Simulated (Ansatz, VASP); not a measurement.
**Cu4Ni: VASP beside Ansatz**

```xyz
10
Lattice="2.5388 0.0000 0.0000 -1.2694 2.1986 0.0000 0.0000 0.0000 20.9698" Properties=species:S:1:pos:R:3 pbc="T T T"
Cu    0.0000    1.4658    1.0610
Cu    0.0000    1.4658    9.4239
Cu    0.0000    1.4658   13.6639
Cu    0.0000    1.4658   17.7908
Cu    1.2694    0.7329    3.1790
Cu    1.2694    0.7329    7.3059
Cu    1.2694    0.7329   11.5459
Cu    1.2694    0.7329   19.9088
Ni    0.0000    1.4658    5.2425
Ni    1.2694    0.7329   15.7274
```

Alike in both runs: functional PBE; k mesh 18 × 18 × 2; occupations gaussian, width 0.1 eV; no spin polarisation.

Ansatz relaxed the structure, and its values are those at the end. VASP's run is a single point on that final structure, the one shown.

|  | VASP | Ansatz |
| --- | --- | --- |
| version | VASP 6.6.1 | Ansatz 0.2.0 |
| potentials or method | VASP PAW PBE potentials, release 64 (Cu, Ni), cutoff 520 eV | scalar-relativistic, plane waves, PAW |
| valence electrons in the cell | 108 | 188 |

```csv
,VASP,Ansatz,Ansatz less VASP
gap on the k mesh at the Fermi level (eV),none,none,-
pressure (GPa),0.5,0.0,-0.49
rms of the force components (eV/Å),0.003,0.000,-0.0034
```

A gap of «none» marks a metal or a gap that the smearing closes. VASP's potentials hold 108 valence electrons a cell and Ansatz's 188, so a difference there can come from the potentials and not from the codes.
